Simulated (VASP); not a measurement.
Wanted: the native input for a VASP 6.6.1 run.

```yaml
Task: single point
Functional: PBE
Potentials_or_basis: VASP PAW PBE potentials, release 64 (Ta_pv, N)
Cutoff: 520 eV
k_mesh: 9 × 9 × 8
Occupations: gaussian, width 0.15 eV
Spin: no spin polarisation
Dipole_correction: no
Further_INCAR_settings: ALGO = Normal; EDIFF = 1e-07; NBANDS = 50
```

The structure of Ta2N lies in POSCAR:

```
Ta2N
1.0
    5.2791162262      0.0000000000      0.0000000000
   -2.6395581131      4.5718487614      0.0000000000
    0.0000000000      0.0000000000      5.0214953543
Ta N
6 3
Direct
    0.6905948076      0.6905948076      0.7528547364
    0.0000000000      0.3094051924      0.7528547364
    0.3094051924      0.0000000000      0.7528547364
    0.3094051924      0.3094051924      0.2471452636
    0.0000000000      0.6905948076      0.2471452636
    0.6905948076      0.0000000000      0.2471452636
    0.6666666667      0.3333333333      0.5000000000
    0.3333333333      0.6666666667      0.5000000000
    0.0000000000      0.0000000000      0.0000000000
```

This cell differs from its parent crystal: atoms shifted along a free coordinate, c/a of the conventional cell at fixed volume 0.9512.

These files were run (other wordings do the same):

INCAR

```
PREC = Accurate
ENCUT = 520
EDIFF = 1E-7
ISMEAR = 0
SIGMA = 0.15
LREAL = F
LASPH = T
NELM = 100
ALGO = Normal
ISIF = 2
LWAVE = F
LCHARG = F
GGA = PE
NBANDS = 50
```

KPOINTS

```
regular mesh
0
Gamma
  9 9 8
```

Potentials or basis: VASP PAW PBE potentials, release 64 (Ta_pv, N).

Launch:

```sh
$ cat potpaw_PBE.64/Ta_pv/POTCAR potpaw_PBE.64/N/POTCAR > POTCAR
$ mpirun -np 1 vasp_std > vasp.out
```

It gave:

```
Pressure               : 6.2 GPa
Largest force          : 3.814 eV/Å
Band gap on the k mesh : zero (an odd number of electrons rules out a gap without spin polarisation)
```

Caveat: the stress differs along the axes, from 1 to 9 GPa; spin-orbit coupling is left out, which moves the levels of the heavy elements; forces of over 1 eV/Å act on the atoms, so gaps and moduli don't describe the material at rest.

Run time: 15 min on 1 thread of Intel Xeon 8259CL, on a shared host, peak memory 0.49 GiB.
